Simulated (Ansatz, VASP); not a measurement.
**Two plane-wave programs on CdS**

```xyz
4
Lattice="0.0000 3.6879 5.7573 1.8451 0.0000 5.7573 1.8451 3.6879 0.0000" Properties=species:S:1:pos:R:3 pbc="T T T"
Cd    2.7676    5.5318   10.7866
Cd    1.8451    3.6879    7.9079
S     1.8451    3.6879    3.6067
S     2.7676    5.5318    6.4854
```

Alike in both runs: task relaxation of cell and atoms; functional PBE; k mesh 6 × 6 × 6; occupations gaussian, width 0.1 eV; no spin polarisation.

```csv
,VASP,Ansatz
version,VASP 6.6.1,Ansatz 0.2.0
potentials or method,"VASP PAW PBE potentials, release 64 (Cd, S), cutoff 600 eV","scalar-relativistic, plane waves, PAW"
valence electrons in the cell,36,52
```

Ansatz gave:

```
gap on the k mesh at the Fermi level, each at its own relaxed structure (eV) : 0.74
relaxed volume (Å³/atom)                                                     : 23.52
relaxed length of the cell vector where the two differ most in proportion (Å)              : 7.435
```

Q: What did VASP give for the same quantities?

A: gap on the k mesh at the Fermi level, each at its own relaxed structure (eV): 0.73; relaxed volume (Å³/atom): 23.59; relaxed length of the cell vector where the two differ most in proportion (Å): 7.448.

VASP's potentials hold 36 valence electrons a cell and Ansatz's 52, so a difference there can come from the potentials and not from the codes.

Noted on VASP's run: the volume moved by over 15 % at a fixed basis, so the end points are rough.
